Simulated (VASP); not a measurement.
# La (P6_3/mmc) in VASP: notebook

Runs on La. Level: PBEsol. Tasks: single point.

Everything below comes from runs of VASP 6.6.1. Logs are shortened: lines on timing, memory, paths and dates and some standing lists are left out, and cuts for length are marked.

## 1. The cell of the first run

Symmetry: P6_3/mmc, No. 194, hexagonal system. Conventional cell: a = 3.016 Å, b = 3.016 Å, c = 5.192 Å, α = 90.00°, β = 90.00°, γ = 120.00°. Within 4.0 Å of La (site symmetry -6m2) lie 12 La at 3.02 to 3.13 Å.

## 2. Single point, PBEsol

Input file INCAR:

```
SYSTEM = La
  ALGO = Normal
  EDIFF = 1E-6
  ENCUT = 520
  GGA = PS
  ISIF = 2
  ISMEAR = 0
  LASPH = .True.
  LCHARG = .True.
  LELF = .True.
  LREAL = .False.
  LVHAR = .True.
  LWAVE = .False.
  NBANDS = 18
  NELM = 60
  PREC = Accurate
  SIGMA = 0.05
```

Input file KPOINTS:

```
k-points
0
Gamma
  7 7 4
  0 0 0
```

Input file POSCAR:

```
La
1.0
    3.0160215504      0.0000000000      0.0000000000
   -1.5080107752      2.6119512810      0.0000000000
    0.0000000000      0.0000000000      5.1923985094
La
2
Direct
    0.3333333333      0.6666666667      0.2500000000
    0.6666666667      0.3333333333      0.7500000000
```

Potentials or basis: VASP PAW PBE potentials, release 64 (La).

Started as:

```sh
> cat potpaw_PBE.64/La/POTCAR > POTCAR
> mpirun -np 1 vasp_std > vasp.out
```

OUTCAR:

```text
SYSTEM = La
   EDIFF = 1E-6
   ENCUT = 520
   GGA = PS
   ISIF = 2
   ISMEAR = 0
   LASPH = .True.
   LREAL = .False.
   NELM = 60
   PREC = Accurate

 ion  position               nearest neighbor table
   1  0.333  0.667  0.250-   2 3.13   2 3.13   2 3.13   2 3.13   2 3.13   2 3.13
   2  0.667  0.333  0.750-   1 3.13   1 3.13   1 3.13   1 3.13   1 3.13   1 3.13

  LATTYP: Found a hexagonal cell.
 ALAT       =     3.0160215504
 C/A-ratio  =     1.7216052414

  Lattice vectors:

 A1 = (   3.0160215504,   0.0000000000,   0.0000000000)
 A2 = (  -1.5080107752,   2.6119512810,   0.0000000000)
 A3 = (   0.0000000000,   0.0000000000,   5.1923985094)

Analysis of symmetry for initial positions (statically):
=====================================================================
 Subroutine PRICEL returns:
 Original cell was already a primitive cell.

 Routine SETGRP: Setting up the symmetry group for a
 hexagonal supercell.

 Subroutine GETGRP returns: Found 24 space group operations
 (whereof 12 operations were pure point group operations)
 out of a pool of 24 trial point group operations.

The static configuration has the point symmetry D_3d.
 The point group associated with its full space group is D_6h.

Analysis of symmetry for dynamics (positions and initial velocities):
=====================================================================
 Subroutine PRICEL returns:
 Original cell was already a primitive cell.

 Routine SETGRP: Setting up the symmetry group for a
 hexagonal supercell.

 Subroutine GETGRP returns: Found 24 space group operations
 (whereof 12 operations were pure point group operations)
 out of a pool of 24 trial point group operations.

The dynamic configuration has the point symmetry D_3d.
 The point group associated with its full space group is D_6h.

 Subroutine INISYM returns: Found 24 space group operations
 (whereof 12 operations are pure point group operations),
 and found     1 'primitive' translations

----------------------------------------------------------------------------------------

                                     Primitive cell

  volume of cell :      40.9042

  direct lattice vectors                    reciprocal lattice vectors
     3.016021550  0.000000000  0.000000000     0.331562618  0.191427767  0.000000000
    -1.508010775  2.611951281  0.000000000     0.000000000  0.382855533  0.000000000
     0.000000000  0.000000000  5.192398509     0.000000000  0.000000000  0.192589224

  length of vectors
     3.016021550  3.016021550  5.192398509     0.382855533  0.382855533  0.192589224

  position of ions in fractional coordinates (direct lattice)
     0.333333333  0.666666667  0.250000000
     0.666666667  0.333333333  0.750000000

  ion indices of the primitive-cell ions
   primitive index   ion index
                 1           1
                 2           2

----------------------------------------------------------------------------------------

 KPOINTS: k-points

Automatic generation of k-mesh.
 Grid dimensions read from file:
 generate k-points for:    7    7    4

 Generating k-lattice:

  Cartesian coordinates                     Fractional coordinates (reciprocal lattice)
     0.047366088  0.027346824  0.000000000     0.142857143  0.000000000  0.000000000
     0.000000000  0.054693648  0.000000000     0.000000000  0.142857143  0.000000000
     0.000000000  0.000000000  0.048147306     0.000000000  0.000000000  0.250000000

  Length of vectors
     0.054693648  0.054693648  0.048147306

  Shift w.r.t. Gamma in fractional coordinates (k-lattice)
     0.000000000  0.000000000  0.000000000

 Subroutine IBZKPT returns following result:
 ===========================================

 Found     24 irreducible k-points:

 Following reciprocal coordinates:
            Coordinates               Weight
  0.000000  0.000000  0.000000      1.000000
  0.142857  0.000000  0.000000      6.000000
  0.285714  0.000000  0.000000      6.000000
  0.428571  0.000000  0.000000      6.000000
  0.142857  0.142857  0.000000      6.000000
  0.285714  0.142857  0.000000     12.000000
[... 16 lines left out ...]
  0.428571  0.142857  0.500000      6.000000
  0.285714  0.285714  0.500000      6.000000
   k-points           NKPTS =     24   k-points in BZ     NKDIM =     24   number of bands    NBANDS=     18
   number of dos      NEDOS =    301   number of ions     NIONS =      2
   total plane-waves  NPLWV =  23040
   dimension x,y,z NGX =    24 NGY =   24 NGZ =   40
   dimension x,y,z NGXF=    48 NGYF=   48 NGZF=   80
   ions per type =               2
   NGX,Y,Z   is equivalent  to a cutoff of  13.23, 13.23, 12.81 a.u.
   NGXF,Y,Z  is equivalent  to a cutoff of  26.46, 26.46, 25.61 a.u.
 SYSTEM =  La
   PREC   = accura    normal or accurate (medium, high low for compatibility)
   ISTART =      0    job   : 0-new  1-cont  2-samecut
   ICHARG =      2    charge: 1-file 2-atom 10-const
   ISPIN  =      1    spin polarized calculation?
   LNONCOLLINEAR =      F non collinear calculations
   LSORBIT =      F    spin-orbit coupling
   LASPH  =      T    aspherical Exc in radial PAW
   ENCUT  =  520.0 eV  38.22 Ry    6.18 a.u.   5.61  5.61  9.65*2*pi/ulx,y,z
   NELM   =     60;   NELMIN=  2; NELMDL= -5     # of ELM steps
   EDIFF  = 0.1E-05   stopping-criterion for ELM
   LREAL  =      F    real-space projection
   EDIFFG = 0.1E-04   stopping-criterion for IOM
   NSW    =      0    number of steps for IOM
   IBRION =     -1    ionic relax: 0-MD 1-quasi-New 2-CG
   NFREE  =      0    steps in history (QN), initial steepest desc. (CG)
   ISIF   =      2    stress and relaxation
   ISYM   =      2    0-nonsym 1-usesym 2-fastsym
   POTIM  = 0.5000    time-step for ionic-motion
   TEBEG  =    0.0;   TEEND  =   0.0 temperature during run
   PSTRESS=    0.0 pullay stress
   NELECT =      22.0000    total number of electrons
   NUPDOWN=      -1.0000    fix difference up-down
   EMIN   =  10.00;   EMAX   =-10.00  energy-range for DOS
   EFERMI =   0.00;   METHOD = LEGACY
   ISMEAR =     0;   SIGMA  =   0.05  broadening in eV -4-tet -1-fermi 0-gaus
   EFERMI_NEDOS =   21; number of points for ismear=-14 and -15
   IALGO  =     38    algorithm
   IMIX   =      4    mixing-type and parameters
     AMIX     =   0.40;   BMIX     =  1.00
     AMIX_MAG =   1.60;   BMIX_MAG =  1.00
  volume/ion in A,a.u.               =      20.45       138.02
  Fermi-wavevector in a.u.,A,eV,Ry     =   1.331353  2.515892 24.116337  1.772501
  Thomas-Fermi vector in A             =   2.460370
   LORBIT       =      0    0 simple, 1 ext, 2 COOP (PROOUT), +10 PAW based schemes
   GGA     = PS    functional components
   LHFCALC =     F    Hartree Fock is set to
   AEXX    =    0.0000 exact exchange contribution
   IVDW    =     0    specifies the selected vdW correction
   LEPSILON=     F    determine dielectric tensor
   LRPA    =     F    only Hartree local field effects (RPA)
 non-spin polarized calculation
 Gauss-broadening in eV      SIGMA  =   0.05
  energy-cutoff  :      520.00
  volume of cell :       40.90
 maximum number of plane-waves:      1135
 NGX is ok and might be reduce to    24
   NGX = 11   NGY = 11   NGZ = 19

 number of electron      22.0000000 magnetization

 Free energy of the ion-electron system (eV)
  ---------------------------------------------------
  ext. energy  EPLUGINS =         0.00000000
  ---------------------------------------------------
  free energy    TOTEN  =        -8.82708736 eV

  energy without entropy =       -8.82482624  energy(sigma->0) =       -8.82595680

 E-fermi :  15.1750     XC(G=0): -12.4026

 val. band max:       15.1707770120   @ k =   0.4286   0.1429   0.0000
 cond. band min:      15.2175355301   @ k =   0.2857   0.1429   0.0000
 fundamental gap:      0.0467585181
 Fermi energy:        15.1750285973

 k-point     1 :       0.0000    0.0000    0.0000
  band No.  band energies     occupation
      1     -18.2039      2.00000
      2     -16.9069      2.00000
      3      -4.0195      2.00000
      4       1.4915      2.00000
      5       1.4915      2.00000
      6       1.6396      2.00000
[... 10 lines left out ...]
     17      17.7053      0.00000
     18      17.7750      0.00000

 k-point     2 :       0.1429    0.0000    0.0000
  band No.  band energies     occupation
      1     -17.9668      2.00000
      2     -16.7421      2.00000
      3      -3.7113      2.00000
      4       0.1836      2.00000
      5       0.9451      2.00000
      6       1.1110      2.00000
[... 10 lines left out ...]
     17      17.5938      0.00000
     18      18.0726      0.00000

 k-point     3 :       0.2857    0.0000    0.0000
  band No.  band energies     occupation
      1     -17.3490      2.00000
      2     -16.3679      2.00000
      3      -2.8567      2.00000
      4      -2.1391      2.00000
      5      -1.2660      2.00000
      6       0.4186      2.00000
[... 10 lines left out ...]
     17      18.4337      0.00000
     18      18.5738      0.00000

 k-point     4 :       0.4286    0.0000    0.0000
  band No.  band energies     occupation
      1     -16.6890      2.00000
      2     -16.1192      2.00000
      3      -3.6885      2.00000
      4      -2.8516      2.00000
      5      -1.7771      2.00000
      6      -0.0481      2.00000
[... 10 lines left out ...]
     17      18.1056      0.00000
     18      18.3008      0.00000

 k-point     5 :       0.1429    0.1429    0.0000
  band No.  band energies     occupation
      1     -17.5367      2.00000
      2     -16.4705      2.00000
      3      -3.1269      2.00000
      4      -1.1977      2.00000
      5      -0.8820      2.00000
      6       0.6301      2.00000
[... 10 lines left out ...]
     17      18.1685      0.00000
     18      18.4259      0.00000

 k-point     6 :       0.2857    0.1429    0.0000
  band No.  band energies     occupation
      1     -16.8723      2.00000
      2     -16.1555      2.00000
      3      -2.9114      2.00000
      4      -2.2929      2.00000
      5      -2.1118      2.00000
      6      -0.4511      2.00000
[... 10 lines left out ...]
     17      18.1812      0.00000
     18      18.2667      0.00000

 k-point     7 :       0.4286    0.1429    0.0000
  band No.  band energies     occupation
      1     -16.4604      2.00000
      2     -16.0847      2.00000
      3      -3.6656      2.00000
      4      -2.8537      2.00000
      5      -1.3241      2.00000
      6      -0.9220      2.00000
[... 10 lines left out ...]
     17      18.1574      0.00000
     18      18.2584      0.00000

 k-point     8 :       0.2857    0.2857    0.0000
  band No.  band energies     occupation
      1     -16.3612      2.00000
      2     -16.0713      2.00000
      3      -3.0638      2.00000
      4      -2.5771      2.00000
      5      -1.7161      2.00000
      6      -1.1139      2.00000
[... 10 lines left out ...]
     17      18.0214      0.00000
     18      18.1100      0.00000
[... 229 lines left out ...]
     17      18.1444      0.00000
     18      18.1802      0.00000

 k-point    20 :       0.4286    0.0000    0.5000
  band No.  band energies     occupation
      1     -16.4085      2.00000
      2     -16.4085      2.00000
      3      -3.7516      2.00000
      4      -3.7516      2.00000
      5       0.0696      2.00000
      6       0.0696      2.00000
[... 10 lines left out ...]
     17      18.3800      0.00000
     18      18.3823      0.00000

 k-point    21 :       0.1429    0.1429    0.5000
  band No.  band energies     occupation
      1     -17.0420      2.00000
      2     -17.0420      2.00000
      3      -1.8836      2.00000
      4      -1.8836      2.00000
      5      -0.0907      2.00000
      6      -0.0907      2.00000
[... 10 lines left out ...]
     17      18.3362      0.00000
     18      18.3571      0.00000

 k-point    22 :       0.2857    0.1429    0.5000
  band No.  band energies     occupation
      1     -16.5266      2.00000
      2     -16.5266      2.00000
      3      -3.0887      2.00000
      4      -3.0887      2.00000
      5      -0.4777      2.00000
      6      -0.4777      2.00000
[... 10 lines left out ...]
     17      18.4616      0.00000
     18      18.4619      0.00000

 k-point    23 :       0.4286    0.1429    0.5000
  band No.  band energies     occupation
      1     -16.2694      2.00000
      2     -16.2694      2.00000
      3      -3.7243      2.00000
      4      -3.7243      2.00000
      5      -0.7284      2.00000
      6      -0.7284      2.00000
[... 10 lines left out ...]
     17      18.4865      0.00000
     18      18.4866      0.00000

 k-point    24 :       0.2857    0.2857    0.5000
  band No.  band energies     occupation
      1     -16.2111      2.00000
      2     -16.2111      2.00000
      3      -3.1979      2.00000
      4      -3.1979      2.00000
      5      -1.7994      2.00000
      6      -1.7994      2.00000
[... 10 lines left out ...]
     17      18.3610      0.00000
     18      18.3610      0.00000

------------------------ aborting loop because EDIFF is reached ----------------------------------------

  FORCE on cell =-STRESS in cart. coord.  units (eV):
  Direction    XX          YY          ZZ          XY          YZ          ZX
  --------------------------------------------------------------------------------------
  -------------------------------------------------------------------------------------
  Total        7.7611872      7.7611872      7.7879095      0.0000000      0.0000000      0.0000000
  in kB      303.9983403    303.9983403    305.0450290      0.0000000      0.0000000      0.0000000
  external PRESSURE =     304.3472365 kB  Pullay stress =       0.0000000 kB

 VOLUME and BASIS-vectors are now :
 -----------------------------------------------------------------------------
  energy-cutoff  :      520.00
  volume of cell :       40.90
      direct lattice vectors                 reciprocal lattice vectors
     3.016021550  0.000000000  0.000000000     0.331562618  0.191427767  0.000000000
    -1.508010775  2.611951281  0.000000000     0.000000000  0.382855533  0.000000000
     0.000000000  0.000000000  5.192398509     0.000000000  0.000000000  0.192589224

 POSITION                                       TOTAL-FORCE (eV/Angst)
 -----------------------------------------------------------------------------------
     -0.00000      1.74130      1.29810        -0.000000     -0.000000      0.000000
      1.50801      0.87065      3.89430         0.000000      0.000000      0.000000
 -----------------------------------------------------------------------------------
    total drift:                               -0.000000      0.000000     -0.000000

  FREE ENERGIE OF THE ION-ELECTRON SYSTEM (eV)
  ---------------------------------------------------
  free  energy   TOTEN  =        -8.8270873574 eV

  energy  without entropy=       -8.8248262368  energy(sigma->0) =       -8.82595680
```

Wall time 17 s (1 thread of Intel Xeon Platinum 8559C (Emerald Rapids), shared host); peak memory 0.17 GiB.

Results:

| Item | Value |
| --- | --- |
| Free energy | -8.8271 eV |
| Pressure | 30.4 GPa |
| Band gap on the k mesh | zero (bands 11 and 12 overlap by 2.90 eV) |

Stress tensor (GPa, compression positive):
```
30.40  0.00  0.00
 0.00 30.40  0.00
 0.00  0.00 30.50
```

Levels at points of the mesh, in eV from the Fermi level:
| k point | band 8 | band 9 | band 10 | band 11 | band 12 | band 13 | band 14 | band 15 |
| --- | --- | --- | --- | --- | --- | --- | --- | --- |
| (0.00, 0.00, 0.00) | -13.05 | -1.90 | -0.94 | 0.40 | 1.72 | 1.72 | 1.77 | 1.87 |
| (0.00, 0.00, 0.50) | -13.38 | -0.92 | -0.92 | 1.15 | 1.15 | 1.85 | 1.85 | 1.85 |

Caveat: the cell stands under pressure; the PAW data sets were made with another functional, which shifts forces and pressure a little; spin-orbit coupling is left out, which moves the levels of the heavy elements.

## 3. Single point, PBEsol

This run uses another cell than the first one, of 22.75 Å³/atom.

Input file INCAR:

```
PREC = Accurate ; ENCUT = 520
EDIFF = 1E-7 ; ISMEAR = 0
SIGMA = 0.05 ; LREAL = F
LASPH = T ; NELM = 80
ALGO = Normal ; ISIF = 2
LWAVE = F ; LCHARG = F
GGA = PS ; NBANDS = 18
```

Input file KPOINTS:

```
Automatic mesh
0
Gamma
  7 7 4
```

Input file POSCAR:

```
La
1.0
    3.1184385236      0.0000000000      0.0000000000
   -1.5592192618      2.7006469816      0.0000000000
    0.0000000000      0.0000000000      5.4021906851
La
2
Direct
    0.3333333333      0.6666666667      0.2500000000
    0.6666666667      0.3333333333      0.7500000000
```

Potentials or basis: VASP PAW PBE potentials, release 64 (La).

Started as:

```sh
> cat potpaw_PBE.64/La/POTCAR > POTCAR
> mpirun -np 1 vasp_std > vasp.out
```

It took 18 s on 1 thread of Intel Xeon Platinum 8559C (Emerald Rapids), shared host; peak memory 0.17 GiB.

Results (log left out):

| Quantity | Value |
| --- | --- |
| Free energy | -9.5560 eV |
| Pressure | 20.3 GPa |
| Band gap on the k mesh | zero (bands 11 and 12 overlap by 2.64 eV) |

Stress tensor (GPa, compression positive):
```
20.29  0.00  0.00
 0.00 20.29  0.00
 0.00  0.00 20.42
```

Levels at points of the mesh, in eV from the Fermi level:
```csv
k point,band 8,band 9,band 10,band 11,band 12,band 13,band 14,band 15
"(0.00, 0.00, 0.00)",-13.65,-1.90,-1.75,0.52,1.71,1.71,1.80,1.85
"(0.00, 0.00, 0.50)",-13.89,-1.06,-1.06,1.17,1.17,1.85,1.85,1.85
```

Caveat: the cell stands under pressure; the PAW data sets were made with another functional, which shifts forces and pressure a little; spin-orbit coupling is left out, which moves the levels of the heavy elements.
